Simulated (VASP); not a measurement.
# Ru (P6_3/mmc) in VASP: notebook

The runs below take Ru through single point, with PBEsol.

All numbers are computed with VASP 6.6.1; they aren't measurements. Logs are shortened: lines on timing, memory, paths and dates and some standing lists are left out, and cuts for length are marked.

## (1) The cell of the first run

It takes space group P6_3/mmc (No. 194, hexagonal). Conventional cell: a = 2.489 Å, b = 2.489 Å, c = 3.939 Å, α = 90.00°, β = 90.00°, γ = 120.00°. Ru (site symmetry -6m2) has 12 Ru at 2.44 to 2.49 Å within 3.2 Å.

## (2) Single point, PBEsol (strain -0.080 along x and y, -0.080 along z)

The input, INCAR:

```
ALGO     = Fast           # electronic algorithm
EDIFF    = 1E-6           # SCF threshold, eV
ENCUT    = 520            # plane-wave cutoff, eV
GGA      = PS             # functional
ISIF     = 2              # what is computed and relaxed
ISMEAR   = 0              # smearing method
LASPH    = T              # aspherical terms in the spheres
LCHARG   = T              # write CHGCAR
LELF     = T              # ELF
LREAL    = F              # projectors in reciprocal space
LVHAR    = T            
LWAVE    = F              # write WAVECAR
NBANDS   = 21             # bands
NELM     = 80             # most SCF steps
PREC     = Accurate       # precision mode
SIGMA    = 0.15           # smearing width, eV
```

The input, KPOINTS:

```
k-points
0
Gamma
  24 24 12
```

The input, POSCAR:

```
Ru
1.0
    2.4893353875      0.0000000000      0.0000000000
   -1.2446676937      2.1558276841      0.0000000000
    0.0000000000      0.0000000000      3.9393480000
Ru
2
Direct
    0.3333333333      0.6666666667      0.2500000000
    0.6666666667      0.3333333333      0.7500000000
```

Potentials or basis: VASP PAW PBE potentials, release 64 (Ru_pv).

Command:

```
$ cat potpaw_PBE.64/Ru_pv/POTCAR > POTCAR
$ mpirun -np 1 vasp_std > vasp.out
```

OUTCAR:

```text
EDIFF = 1E-6
   ENCUT = 520
   GGA = PS
   ISIF = 2
   ISMEAR = 0
   LASPH = T
   LREAL = F
   NELM = 80
   PREC = Accurate

 ion  position               nearest neighbor table
   1  0.333  0.667  0.250-   2 2.44   2 2.44   2 2.44   2 2.44   2 2.44   2 2.44
   2  0.667  0.333  0.750-   1 2.44   1 2.44   1 2.44   1 2.44   1 2.44   1 2.44

  LATTYP: Found a hexagonal cell.
 ALAT       =     2.4893353875
 C/A-ratio  =     1.5824898564

  Lattice vectors:

 A1 = (   2.4893353875,   0.0000000000,   0.0000000000)
 A2 = (  -1.2446676937,   2.1558276841,   0.0000000000)
 A3 = (   0.0000000000,   0.0000000000,   3.9393480000)

Analysis of symmetry for initial positions (statically):
=====================================================================
 Subroutine PRICEL returns:
 Original cell was already a primitive cell.

 Routine SETGRP: Setting up the symmetry group for a
 hexagonal supercell.

 Subroutine GETGRP returns: Found 24 space group operations
 (whereof 12 operations were pure point group operations)
 out of a pool of 24 trial point group operations.

The static configuration has the point symmetry D_3d.
 The point group associated with its full space group is D_6h.

Analysis of symmetry for dynamics (positions and initial velocities):
=====================================================================
 Subroutine PRICEL returns:
 Original cell was already a primitive cell.

 Routine SETGRP: Setting up the symmetry group for a
 hexagonal supercell.

 Subroutine GETGRP returns: Found 24 space group operations
 (whereof 12 operations were pure point group operations)
 out of a pool of 24 trial point group operations.

The dynamic configuration has the point symmetry D_3d.
 The point group associated with its full space group is D_6h.

 Subroutine INISYM returns: Found 24 space group operations
 (whereof 12 operations are pure point group operations),
 and found     1 'primitive' translations

----------------------------------------------------------------------------------------

                                     Primitive cell

  volume of cell :      21.1408

  direct lattice vectors                    reciprocal lattice vectors
     2.489335388  0.000000000  0.000000000     0.401713648  0.231929483  0.000000000
    -1.244667694  2.155827684  0.000000000     0.000000000  0.463858966  0.000000000
     0.000000000  0.000000000  3.939348000     0.000000000  0.000000000  0.253849114

  length of vectors
     2.489335388  2.489335387  3.939348000     0.463858966  0.463858966  0.253849114

  position of ions in fractional coordinates (direct lattice)
     0.333333333  0.666666667  0.250000000
     0.666666667  0.333333333  0.750000000

  ion indices of the primitive-cell ions
   primitive index   ion index
                 1           1
                 2           2

----------------------------------------------------------------------------------------

 KPOINTS: k-points

Automatic generation of k-mesh.
 Grid dimensions read from file:
 generate k-points for:   24   24   12

 Generating k-lattice:

  Cartesian coordinates                     Fractional coordinates (reciprocal lattice)
     0.016738069  0.009663728  0.000000000     0.041666667  0.000000000  0.000000000
     0.000000000  0.019327457  0.000000000     0.000000000  0.041666667  0.000000000
     0.000000000  0.000000000  0.021154093     0.000000000  0.000000000  0.083333333

  Length of vectors
     0.019327457  0.019327457  0.021154093

  Shift w.r.t. Gamma in fractional coordinates (k-lattice)
     0.000000000  0.000000000  0.000000000

 Subroutine IBZKPT returns following result:
 ===========================================

 Found    427 irreducible k-points:

 Following reciprocal coordinates:
            Coordinates               Weight
  0.000000  0.000000  0.000000      1.000000
  0.041667  0.000000  0.000000      6.000000
  0.083333  0.000000  0.000000      6.000000
  0.125000  0.000000  0.000000      6.000000
  0.166667  0.000000  0.000000      6.000000
  0.208333  0.000000  0.000000      6.000000
[... 16 lines left out ...]
  0.416667  0.041667  0.000000     12.000000
  0.458333  0.041667  0.000000     12.000000
 [... further k-points ...]
   k-points           NKPTS =    427   k-points in BZ     NKDIM =    427   number of bands    NBANDS=     21
   number of dos      NEDOS =    301   number of ions     NIONS =      2
   total plane-waves  NPLWV =  12000
   dimension x,y,z NGX =    20 NGY =   20 NGZ =   30
   dimension x,y,z NGXF=    40 NGYF=   40 NGZF=   60
   ions per type =               2
   NGX,Y,Z   is equivalent  to a cutoff of  13.36, 13.36, 12.66 a.u.
   NGXF,Y,Z  is equivalent  to a cutoff of  26.71, 26.71, 25.32 a.u.
 SYSTEM =  unknown system
   PREC   = accura    normal or accurate (medium, high low for compatibility)
   ISTART =      0    job   : 0-new  1-cont  2-samecut
   ICHARG =      2    charge: 1-file 2-atom 10-const
   ISPIN  =      1    spin polarized calculation?
   LNONCOLLINEAR =      F non collinear calculations
   LSORBIT =      F    spin-orbit coupling
   LASPH  =      T    aspherical Exc in radial PAW
   ENCUT  =  520.0 eV  38.22 Ry    6.18 a.u.   4.63  4.63  7.32*2*pi/ulx,y,z
   NELM   =     80;   NELMIN=  2; NELMDL= -5     # of ELM steps
   EDIFF  = 0.1E-05   stopping-criterion for ELM
   LREAL  =      F    real-space projection
   EDIFFG = 0.1E-04   stopping-criterion for IOM
   NSW    =      0    number of steps for IOM
   IBRION =     -1    ionic relax: 0-MD 1-quasi-New 2-CG
   NFREE  =      0    steps in history (QN), initial steepest desc. (CG)
   ISIF   =      2    stress and relaxation
   ISYM   =      2    0-nonsym 1-usesym 2-fastsym
   POTIM  = 0.5000    time-step for ionic-motion
   TEBEG  =    0.0;   TEEND  =   0.0 temperature during run
   PSTRESS=    0.0 pullay stress
   NELECT =      28.0000    total number of electrons
   NUPDOWN=      -1.0000    fix difference up-down
   EMIN   =  10.00;   EMAX   =-10.00  energy-range for DOS
   EFERMI =   0.00;   METHOD = LEGACY
   ISMEAR =     0;   SIGMA  =   0.15  broadening in eV -4-tet -1-fermi 0-gaus
   EFERMI_NEDOS =   21; number of points for ismear=-14 and -15
   IALGO  =     68    algorithm
   IMIX   =      4    mixing-type and parameters
     AMIX     =   0.40;   BMIX     =  1.00
     AMIX_MAG =   1.60;   BMIX_MAG =  1.00
  volume/ion in A,a.u.               =      10.57        71.33
  Fermi-wavevector in a.u.,A,eV,Ry     =   1.797850  3.397445 43.977654  3.232266
  Thomas-Fermi vector in A             =   2.859109
   LORBIT       =      0    0 simple, 1 ext, 2 COOP (PROOUT), +10 PAW based schemes
   GGA     = PS    functional components
   LHFCALC =     F    Hartree Fock is set to
   AEXX    =    0.0000 exact exchange contribution
   IVDW    =     0    specifies the selected vdW correction
   LEPSILON=     F    determine dielectric tensor
   LRPA    =     F    only Hartree local field effects (RPA)
 non-spin polarized calculation
 RMM-DIIS sequential band-by-band and
 Gauss-broadening in eV      SIGMA  =   0.15
  energy-cutoff  :      520.00
  volume of cell :       21.14
 maximum number of plane-waves:       586
 NGX is ok and might be reduce to    20
   NGX =  9   NGY =  9   NGZ = 15

 number of electron      27.9999992 magnetization

 Free energy of the ion-electron system (eV)
  ---------------------------------------------------
  ext. energy  EPLUGINS =         0.00000000
  ---------------------------------------------------
  free energy    TOTEN  =       -18.42146267 eV

  energy without entropy =      -18.40651929  energy(sigma->0) =      -18.41399098

 E-fermi :  17.8883     XC(G=0): -15.8843

 val. band max:       17.8869435717   @ k =   0.3750   0.0833   0.4167
 cond. band min:      17.8884912180   @ k =   0.1667   0.1250   0.2500
 fundamental gap:      0.0015476462
 Fermi energy:        17.8882932214

 k-point     1 :       0.0000    0.0000    0.0000
  band No.  band energies     occupation
      1     -27.0866      2.00000
      2     -25.0108      2.00000
      3     -25.0108      2.00000
      4     -24.6503      2.00000
      5     -24.6503      2.00000
      6     -24.5527      2.00000
[... 13 lines left out ...]
     20      27.9308      0.00000
     21      31.5086      0.00000

 k-point     2 :       0.0417    0.0000    0.0000
  band No.  band energies     occupation
      1     -27.0737      2.00000
      2     -25.0410      2.00000
      3     -25.0208      2.00000
      4     -24.6815      2.00000
      5     -24.6538      2.00000
      6     -24.5586      2.00000
[... 13 lines left out ...]
     20      27.9308      0.00000
     21      31.5173      0.00000

 k-point     3 :       0.0833    0.0000    0.0000
  band No.  band energies     occupation
      1     -27.0352      2.00000
      2     -25.1292      2.00000
      3     -25.0499      2.00000
      4     -24.7722      2.00000
      5     -24.6646      2.00000
      6     -24.5765      2.00000
[... 13 lines left out ...]
     20      27.9308      0.00000
     21      31.5222      0.00000

 k-point     4 :       0.1250    0.0000    0.0000
  band No.  band energies     occupation
      1     -26.9724      2.00000
      2     -25.2690      2.00000
      3     -25.0951      2.00000
      4     -24.9139      2.00000
      5     -24.6825      2.00000
      6     -24.6065      2.00000
[... 13 lines left out ...]
     20      27.9307      0.00000
     21      31.4783      0.00000

 k-point     5 :       0.1667    0.0000    0.0000
  band No.  band energies     occupation
      1     -26.8873      2.00000
      2     -25.4502      2.00000
      3     -25.1522      2.00000
      4     -25.0941      2.00000
      5     -24.7069      2.00000
      6     -24.6486      2.00000
[... 13 lines left out ...]
     20      27.9306      0.00000
     21      31.3544      0.00000
[... 382 lines left out ...]
     20      30.1029      0.00000
     21      30.7387      0.00000

 k-point    22 :       0.3750    0.0417    0.0000
  band No.  band energies     occupation
      1     -26.5458      2.00000
      2     -26.1892      2.00000
      3     -26.1270      2.00000
      4     -25.4936      2.00000
      5     -25.0726      2.00000
      6     -24.8969      2.00000
[... 13 lines left out ...]
     20      29.1313      0.00000
     21      31.3519      0.00000

 k-point    23 :       0.4167    0.0417    0.0000
  band No.  band energies     occupation
      1     -26.6528      2.00000
      2     -26.2205      2.00000
      3     -26.0823      2.00000
      4     -25.5272      2.00000
      5     -25.1520      2.00000
      6     -24.9157      2.00000
[... 13 lines left out ...]
     20      27.9344      0.00000
     21      31.3622      0.00000

 k-point    24 :       0.4583    0.0417    0.0000
  band No.  band energies     occupation
      1     -26.7080      2.00000
      2     -26.2687      2.00000
      3     -26.0185      2.00000
      4     -25.5444      2.00000
      5     -25.2015      2.00000
      6     -24.9254      2.00000
[... 13 lines left out ...]
     20      27.9288      0.00000
     21      31.5203      0.00000

 [... further k-points ...]

------------------------ aborting loop because EDIFF is reached ----------------------------------------

  FORCE on cell =-STRESS in cart. coord.  units (eV):
  Direction    XX          YY          ZZ          XY          YZ          ZX
  --------------------------------------------------------------------------------------
  -------------------------------------------------------------------------------------
  Total       18.1482968     18.1482968     18.9411563      0.0000000      0.0000000      0.0000000
  in kB     1375.3861624   1375.3861624   1435.4737788      0.0000000      0.0000000      0.0000000
  external PRESSURE =    1395.4153678 kB  Pullay stress =       0.0000000 kB

 VOLUME and BASIS-vectors are now :
 -----------------------------------------------------------------------------
  energy-cutoff  :      520.00
  volume of cell :       21.14
      direct lattice vectors                 reciprocal lattice vectors
     2.489335388  0.000000000  0.000000000     0.401713648  0.231929483  0.000000000
    -1.244667694  2.155827684  0.000000000     0.000000000  0.463858966  0.000000000
     0.000000000  0.000000000  3.939348000     0.000000000  0.000000000  0.253849114

 POSITION                                       TOTAL-FORCE (eV/Angst)
 -----------------------------------------------------------------------------------
     -0.00000      1.43722      0.98484        -0.000000     -0.000000      0.000000
      1.24467      0.71861      2.95451         0.000000      0.000000      0.000000
 -----------------------------------------------------------------------------------
    total drift:                                0.000000     -0.000000      0.000000

  FREE ENERGIE OF THE ION-ELECTRON SYSTEM (eV)
  ---------------------------------------------------
  free  energy   TOTEN  =       -18.4214626720 eV

  energy  without entropy=      -18.4065192887  energy(sigma->0) =      -18.41399098
```

Run time: 3 min. Hardware: 1 thread of Intel Xeon Platinum 8259CL at 2.50GHz (Skylake/Cascade Lake), shared host; peak memory 0.25 GiB.

Results:

```yaml
Free_energy: -18.4215 eV
Pressure: 139.5 GPa
Band_gap_on_the_k_mesh: zero (bands 14 and 15 overlap by 4.73 eV)
```

Caveat: the cell differs from its parent crystal (strain -0.080 along x and y, -0.080 along z); the stress differs along the axes, from 138 to 144 GPa; the PAW data sets were made with another functional, which shifts forces and pressure a little.

## (3) Single point, PBEsol (strain -0.080 along x and y, -0.040 along z)

The input, INCAR:

```
SYSTEM = Ru
PREC = Accurate
ENCUT = 520
EDIFF = 1E-6
ISMEAR = 0
SIGMA = 0.15
LREAL = .FALSE.
LASPH = .TRUE.
NELM = 100
ALGO = Fast
ISIF = 2
LWAVE = .FALSE.
LCHARG = .TRUE.
GGA = PS
LELF = .TRUE.
LVHAR = .TRUE.
NBANDS = 21
```

The input, KPOINTS:

```
regular mesh
0
G
  24 24 12
  0 0 0
```

POSCAR, as its differences from that of step 2:

```diff
@@ -4,3 +4,3 @@
    -1.2446676937      2.1558276841      0.0000000000
-    0.0000000000      0.0000000000      3.9393480000
+    0.0000000000      0.0000000000      4.1106240000
 Ru
```

Potentials or basis: VASP PAW PBE potentials, release 64 (Ru_pv).

Command:

```
$ cat potpaw_PBE.64/Ru_pv/POTCAR > POTCAR
$ mpirun -np 1 vasp_std > vasp.out
```

It took 3.1 min on 1 thread of Intel Xeon Platinum 8259CL at 2.50GHz (Skylake/Cascade Lake), shared host; peak memory 0.26 GiB.

It converged, with:

| Property | Result |
| --- | --- |
| Free energy | -19.0559 eV |
| Pressure | 103.2 GPa |
| Band gap on the k mesh | zero (bands 14 and 15 overlap by 4.37 eV) |

Stress tensor (GPa, compression positive):
```
114.69   0.00   0.00
  0.00 114.69   0.00
  0.00   0.00  80.17
```

Levels at points of the mesh, in eV from the Fermi level:
```tsv
k point	band 11	band 12	band 13	band 14	band 15	band 16	band 17	band 18
(0.00, 0.00, 0.00)	-3.55	-2.72	-2.72	-1.48	-1.48	1.07	1.62	1.62
(0.50, 0.00, 0.00)	-3.10	-2.27	-1.95	2.38	2.47	2.85	5.52	7.97
(0.00, 0.00, 0.50)	-3.63	-3.63	-3.63	-3.63	0.76	0.76	0.76	0.76
(0.50, 0.00, 0.50)	-1.28	-1.28	0.64	0.64	2.65	2.65	4.43	4.43
```

Caveat: the cell differs from its parent crystal (strain -0.080 along x and y, -0.040 along z); the stress differs along the axes, from 80 to 115 GPa; the PAW data sets were made with another functional, which shifts forces and pressure a little.

[end of part 1 of 2]
